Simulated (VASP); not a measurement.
# RbBr (Fm-3m) in VASP: notebook

Runs on RbBr. Level: PBE. Tasks: single point.

All numbers are computed with VASP 6.6.1; they aren't measurements. Logs are shortened: lines on timing, memory, paths and dates and some standing lists are left out, and cuts for length are marked.

## (1) The cell of the first run

Symmetry: Fm-3m, No. 225, cubic system. The conventional cell has a = 6.912 Å, b = 6.912 Å, c = 6.912 Å, α = 90.00°, β = 90.00°, γ = 90.00°. Rb (site symmetry m-3m) has 6 Br at 3.46 Å within 4.5 Å. Br (site symmetry m-3m) has 6 Rb at 3.46 Å within 4.5 Å.

## (2) Single point, PBE

Contents of INCAR:

```
SYSTEM = RbBr
PREC = Accurate
ENCUT = 500
EDIFF = 1E-6
ISMEAR = 0
SIGMA = 0.1
LREAL = .False.
LASPH = .True.
NELM = 120
ALGO = Normal
ISIF = 2
LWAVE = .False.
LCHARG = .False.
GGA = PE
NBANDS = 15
GGA_COMPAT = .False.
```

Contents of KPOINTS:

```
Automatic mesh
0
Gamma
  4 4 4
  0 0 0
```

Contents of POSCAR:

```
RbBr
1.0
    0.0000000000      3.4559503595      3.4559503595
    3.4559503595      0.0000000000      3.4559503595
    3.4559503595      3.4559503595      0.0000000000
Rb Br
1 1
Direct
    0.0000000000      0.0000000000      0.0000000000
    0.5000000000      0.5000000000      0.5000000000
```

Potentials or basis: VASP PAW PBE potentials, release 64 (Rb_sv, Br).

Run with:

```bash
$ cat potpaw_PBE.64/Rb_sv/POTCAR potpaw_PBE.64/Br/POTCAR > POTCAR
$ mpirun -np 1 vasp_std > vasp.out
```

OUTCAR:

```text
SYSTEM = RbBr
   PREC = Accurate
   ENCUT = 500
   EDIFF = 1E-6
   ISMEAR = 0
   LREAL = .False.
   LASPH = .True.
   NELM = 120
   ISIF = 2
   GGA = PE

 ion  position               nearest neighbor table
   1  0.000  0.000  0.000-   2 3.46   2 3.46   2 3.46   2 3.46   2 3.46   2 3.46
   2  0.500  0.500  0.500-   1 3.46   1 3.46   1 3.46   1 3.46   1 3.46   1 3.46

  LATTYP: Found a face centered cubic cell.
 ALAT       =     6.9119007190

  Lattice vectors:

 A1 = (   0.0000000000,   3.4559503595,   3.4559503595)
 A2 = (   3.4559503595,   0.0000000000,   3.4559503595)
 A3 = (   3.4559503595,   3.4559503595,   0.0000000000)

Analysis of symmetry for initial positions (statically):
=====================================================================
 Subroutine PRICEL returns:
 Original cell was already a primitive cell.

 Routine SETGRP: Setting up the symmetry group for a
 face centered cubic supercell.

 Subroutine GETGRP returns: Found 48 space group operations
 (whereof 48 operations were pure point group operations)
 out of a pool of 48 trial point group operations.

The static configuration has the point symmetry O_h .

Analysis of symmetry for dynamics (positions and initial velocities):
=====================================================================
 Subroutine PRICEL returns:
 Original cell was already a primitive cell.

 Routine SETGRP: Setting up the symmetry group for a
 face centered cubic supercell.

 Subroutine GETGRP returns: Found 48 space group operations
 (whereof 48 operations were pure point group operations)
 out of a pool of 48 trial point group operations.

The dynamic configuration has the point symmetry O_h .

 Subroutine INISYM returns: Found 48 space group operations
 (whereof 48 operations are pure point group operations),
 and found     1 'primitive' translations

----------------------------------------------------------------------------------------

                                     Primitive cell

  volume of cell :      82.5529

  direct lattice vectors                    reciprocal lattice vectors
     0.000000000  3.455950360  3.455950360    -0.144678004  0.144678004  0.144678004
     3.455950360  0.000000000  3.455950360     0.144678004 -0.144678004  0.144678004
     3.455950360  3.455950360  0.000000000     0.144678004  0.144678004 -0.144678004

  length of vectors
     4.887451869  4.887451869  4.887451869     0.250589654  0.250589654  0.250589654

  position of ions in fractional coordinates (direct lattice)
     0.000000000  0.000000000  0.000000000
     0.500000000  0.500000000  0.500000000

  ion indices of the primitive-cell ions
   primitive index   ion index
                 1           1
                 2           2

----------------------------------------------------------------------------------------

 KPOINTS: Automatic mesh

Automatic generation of k-mesh.
 Grid dimensions read from file:
 generate k-points for:    4    4    4

 Generating k-lattice:

  Cartesian coordinates                     Fractional coordinates (reciprocal lattice)
    -0.036169501  0.036169501  0.036169501     0.250000000  0.000000000  0.000000000
     0.036169501 -0.036169501  0.036169501     0.000000000  0.250000000  0.000000000
     0.036169501  0.036169501 -0.036169501     0.000000000  0.000000000  0.250000000

  Length of vectors
     0.062647413  0.062647413  0.062647413

  Shift w.r.t. Gamma in fractional coordinates (k-lattice)
     0.000000000  0.000000000  0.000000000

 Subroutine IBZKPT returns following result:
 ===========================================

 Found      8 irreducible k-points:

 Following reciprocal coordinates:
            Coordinates               Weight
  0.000000  0.000000  0.000000      1.000000
  0.250000  0.000000  0.000000      8.000000
  0.500000  0.000000  0.000000      4.000000
  0.250000  0.250000  0.000000      6.000000
  0.500000  0.250000  0.000000     24.000000
 -0.250000  0.250000  0.000000     12.000000
  0.500000  0.500000  0.000000      3.000000
 -0.250000  0.500000  0.250000      6.000000
   k-points           NKPTS =      8   k-points in BZ     NKDIM =      8   number of bands    NBANDS=     15
   number of dos      NEDOS =    301   number of ions     NIONS =      2
   total plane-waves  NPLWV =  46656
   dimension x,y,z NGX =    36 NGY =   36 NGZ =   36
   dimension x,y,z NGXF=    72 NGYF=   72 NGZF=   72
   ions per type =               1   1
   NGX,Y,Z   is equivalent  to a cutoff of  12.25, 12.25, 12.25 a.u.
   NGXF,Y,Z  is equivalent  to a cutoff of  24.49, 24.49, 24.49 a.u.
 SYSTEM =  RbBr
   PREC   = accura    normal or accurate (medium, high low for compatibility)
   ISTART =      0    job   : 0-new  1-cont  2-samecut
   ICHARG =      2    charge: 1-file 2-atom 10-const
   ISPIN  =      1    spin polarized calculation?
   LNONCOLLINEAR =      F non collinear calculations
   LSORBIT =      F    spin-orbit coupling
   LASPH  =      T    aspherical Exc in radial PAW
   ENCUT  =  500.0 eV  36.75 Ry    6.06 a.u.   8.91  8.91  8.91*2*pi/ulx,y,z
   NELM   =    120;   NELMIN=  2; NELMDL= -5     # of ELM steps
   EDIFF  = 0.1E-05   stopping-criterion for ELM
   LREAL  =      F    real-space projection
[... 7 lines left out ...]
   TEBEG  =    0.0;   TEEND  =   0.0 temperature during run
   PSTRESS=    0.0 pullay stress
   NELECT =      16.0000    total number of electrons
   NUPDOWN=      -1.0000    fix difference up-down
   EMIN   =  10.00;   EMAX   =-10.00  energy-range for DOS
   EFERMI =   0.00;   METHOD = LEGACY
   ISMEAR =     0;   SIGMA  =   0.10  broadening in eV -4-tet -1-fermi 0-gaus
   EFERMI_NEDOS =   21; number of points for ismear=-14 and -15
   IALGO  =     38    algorithm
   IMIX   =      4    mixing-type and parameters
     AMIX     =   0.40;   BMIX     =  1.00
     AMIX_MAG =   1.60;   BMIX_MAG =  1.00
  volume/ion in A,a.u.               =      41.28       278.55
  Fermi-wavevector in a.u.,A,eV,Ry     =   0.947409  1.790343 12.212359  0.897583
  Thomas-Fermi vector in A             =   2.075499
   LORBIT       =      0    0 simple, 1 ext, 2 COOP (PROOUT), +10 PAW based schemes
   GGA     = PE    functional components
   LHFCALC =     F    Hartree Fock is set to
   AEXX    =    0.0000 exact exchange contribution
   IVDW    =     0    specifies the selected vdW correction
   LEPSILON=     F    determine dielectric tensor
   LRPA    =     F    only Hartree local field effects (RPA)
 non-spin polarized calculation
 Gauss-broadening in eV      SIGMA  =   0.10
  energy-cutoff  :      500.00
  volume of cell :       82.55
 maximum number of plane-waves:      2120
   NGX = 17   NGY = 17   NGZ = 17

 number of electron      15.9999997 magnetization

 Free energy of the ion-electron system (eV)
  ---------------------------------------------------
  ext. energy  EPLUGINS =         0.00000000
  ---------------------------------------------------
  free energy    TOTEN  =        -6.10777594 eV

  energy without entropy =       -6.10777594  energy(sigma->0) =       -6.10777594

 E-fermi :  -1.3486     XC(G=0):  -7.1341

 val. band max:       -1.8455712956   @ k =   0.0000   0.0000   0.0000
 cond. band min:       2.4530392676   @ k =   0.0000   0.0000   0.0000
 fundamental gap:      4.2986105632
 Fermi energy:        -1.3485935446

 k-point     1 :       0.0000    0.0000    0.0000
  band No.  band energies     occupation
      1     -26.3140      2.00000
      2     -14.0017      2.00000
      3     -10.3887      2.00000
      4     -10.3887      2.00000
      5     -10.3887      2.00000
      6      -1.8456      2.00000
      7      -1.8456      2.00000
      8      -1.8456      2.00000
      9       2.4530      0.00000
     10       5.4257      0.00000
     11       5.4257      0.00000
     12       5.4257      0.00000
     13       6.2965      0.00000
     14       6.2965      0.00000
     15       9.0869      0.00000

 k-point     2 :       0.2500    0.0000    0.0000
  band No.  band energies     occupation
      1     -26.3099      2.00000
      2     -14.0203      2.00000
      3     -10.3924      2.00000
      4     -10.3924      2.00000
      5     -10.3681      2.00000
      6      -2.3819      2.00000
      7      -2.0193      2.00000
      8      -2.0193      2.00000
      9       3.6937      0.00000
     10       5.2808      0.00000
     11       6.1302      0.00000
     12       6.1302      0.00000
     13       7.1325      0.00000
     14       7.1325      0.00000
     15      10.4054      0.00000

 k-point     3 :       0.5000    0.0000    0.0000
  band No.  band energies     occupation
      1     -26.3058      2.00000
      2     -14.0386      2.00000
      3     -10.3960      2.00000
      4     -10.3960      2.00000
      5     -10.3478      2.00000
      6      -2.7925      2.00000
      7      -2.1793      2.00000
      8      -2.1793      2.00000
      9       4.9026      0.00000
     10       5.7820      0.00000
     11       7.5654      0.00000
     12       7.5654      0.00000
     13       8.2370      0.00000
     14       8.2370      0.00000
     15       8.8734      0.00000

 k-point     4 :       0.2500    0.2500    0.0000
  band No.  band energies     occupation
      1     -26.3086      2.00000
      2     -14.0021      2.00000
      3     -10.4210      2.00000
      4     -10.4210      2.00000
      5     -10.3886      2.00000
      6      -2.4234      2.00000
      7      -1.9424      2.00000
      8      -1.9424      2.00000
      9       3.7872      0.00000
     10       4.4098      0.00000
     11       6.7352      0.00000
     12       6.8605      0.00000
     13       6.8605      0.00000
     14       7.6527      0.00000
     15       9.9637      0.00000

 k-point     5 :       0.5000    0.2500    0.0000
  band No.  band energies     occupation
      1     -26.3046      2.00000
      2     -13.9956      2.00000
      3     -10.4693      2.00000
      4     -10.4252      2.00000
      5     -10.4072      2.00000
      6      -2.4847      2.00000
      7      -2.1825      2.00000
      8      -2.0918      2.00000
      9       4.5996      0.00000
     10       5.3794      0.00000
     11       7.0450      0.00000
     12       7.3816      0.00000
     13       7.7495      0.00000
     14       8.1849      0.00000
     15       8.9021      0.00000

 k-point     6 :      -0.2500    0.2500    0.0000
  band No.  band energies     occupation
      1     -26.3059      2.00000
      2     -14.0140      2.00000
      3     -10.4621      2.00000
      4     -10.3966      2.00000
      5     -10.3642      2.00000
      6      -2.5878      2.00000
      7      -2.1642      2.00000
      8      -2.0886      2.00000
      9       4.8070      0.00000
     10       5.2945      0.00000
     11       6.7509      0.00000
     12       6.8382      0.00000
     13       7.4979      0.00000
     14       8.7060      0.00000
     15       8.9668      0.00000

 k-point     7 :       0.5000    0.5000    0.0000
  band No.  band energies     occupation
      1     -26.3034      2.00000
      2     -13.9513      2.00000
      3     -10.5534      2.00000
      4     -10.4539      2.00000
      5     -10.4539      2.00000
      6      -2.3128      2.00000
      7      -2.0032      2.00000
      8      -2.0032      2.00000
      9       3.7883      0.00000
     10       5.1882      0.00000
     11       7.2287      0.00000
     12       7.3082      0.00000
     13       7.4896      0.00000
     14       8.8857      0.00000
     15       8.8857      0.00000

 k-point     8 :      -0.2500    0.5000    0.2500
  band No.  band energies     occupation
      1     -26.3033      2.00000
      2     -13.9762      2.00000
      3     -10.5036      2.00000
      4     -10.5036      2.00000
      5     -10.3730      2.00000
      6      -2.3140      2.00000
      7      -2.1877      2.00000
      8      -2.1877      2.00000
      9       5.2100      0.00000
     10       5.2100      0.00000
     11       6.3127      0.00000
     12       6.6665      0.00000
     13       8.9256      0.00000
     14       8.9532      0.00000
     15       9.0286      0.00000

------------------------ aborting loop because EDIFF is reached ----------------------------------------

  FORCE on cell =-STRESS in cart. coord.  units (eV):
  Direction    XX          YY          ZZ          XY          YZ          ZX
  --------------------------------------------------------------------------------------
  -------------------------------------------------------------------------------------
  Total        0.3222227      0.3222227      0.3222227      0.0000000      0.0000000      0.0000000
  in kB        6.2536589      6.2536589      6.2536589      0.0000000      0.0000000      0.0000000
  external PRESSURE =       6.2536589 kB  Pullay stress =       0.0000000 kB

 VOLUME and BASIS-vectors are now :
 -----------------------------------------------------------------------------
  energy-cutoff  :      500.00
  volume of cell :       82.55
      direct lattice vectors                 reciprocal lattice vectors
     0.000000000  3.455950360  3.455950360    -0.144678004  0.144678004  0.144678004
     3.455950360  0.000000000  3.455950360     0.144678004 -0.144678004  0.144678004
     3.455950360  3.455950360  0.000000000     0.144678004  0.144678004 -0.144678004

 POSITION                                       TOTAL-FORCE (eV/Angst)
 -----------------------------------------------------------------------------------
      0.00000      0.00000      0.00000         0.000000     -0.000000      0.000000
      3.45595      3.45595      3.45595        -0.000000      0.000000     -0.000000
 -----------------------------------------------------------------------------------
    total drift:                                0.000000      0.000000      0.000000

  FREE ENERGIE OF THE ION-ELECTRON SYSTEM (eV)
  ---------------------------------------------------
  free  energy   TOTEN  =        -6.1077759356 eV

  energy  without entropy=       -6.1077759356  energy(sigma->0) =       -6.10777594
```

It took 7.9 s on 1 thread of Intel Xeon 8259CL, shared host; peak memory 0.2 GiB.

What came out:

| Quantity | Value |
| --- | --- |
| Free energy | -6.1078 eV |
| Pressure | 0.6 GPa |
| Band gap on the k mesh | 4.30 eV |

## (3) Single point, PBE

This run uses another cell than the first one, of 43.11 Å³/atom.

Contents of INCAR:

```
ALGO = Normal
EDIFF = 1E-6
ENCUT = 500
GGA = PE
GGA_COMPAT = False
ISIF = 2
ISMEAR = 0
LASPH = True
LCHARG = True
LELF = True
LREAL = False
LVHAR = True
LWAVE = False
NBANDS = 15
NELM = 120
PREC = Accurate
SIGMA = 0.01
```

Contents of KPOINTS:

```
k-points
0
Gamma
  6 6 6
```

Contents of POSCAR:

```
RbBr
1.0
    0.0000000000      3.5064334184      3.5064334184
    3.5064334184      0.0000000000      3.5064334184
    3.5064334184      3.5064334184      0.0000000000
Rb Br
1 1
Direct
    0.0000000000      0.0000000000      0.0000000000
    0.5000000000      0.5000000000      0.5000000000
```

Potentials or basis: VASP PAW PBE potentials, release 64 (Rb_sv, Br).

Run with:

```bash
$ cat potpaw_PBE.64/Rb_sv/POTCAR potpaw_PBE.64/Br/POTCAR > POTCAR
$ mpirun -np 1 vasp_std > vasp.out
```

Run time: 16 s. Hardware: 1 thread of Intel Xeon 8259CL, shared host; peak memory 0.21 GiB.

It converged, with:

- Free energy: -6.1155 eV
- Pressure: 0.0 GPa
- Band gap on the k mesh: 4.19 eV

Levels at points of the mesh, in eV from the valence-band top:
```csv
k point,band 4,band 5,band 6,band 7,band 8,band 9,band 10,band 11,band 12,band 13
"(0.00, 0.00, 0.00)",-8.64,-8.64,0.00,0.00,0.00,4.19,7.25,7.25,7.25,8.09
"(0.50, 0.00, 0.00)",-8.64,-8.60,-0.88,-0.30,-0.30,6.63,7.47,9.28,9.28,9.94
"(0.50, 0.50, 0.00)",-8.69,-8.69,-0.45,-0.15,-0.15,5.67,6.87,8.85,9.07,9.16
```
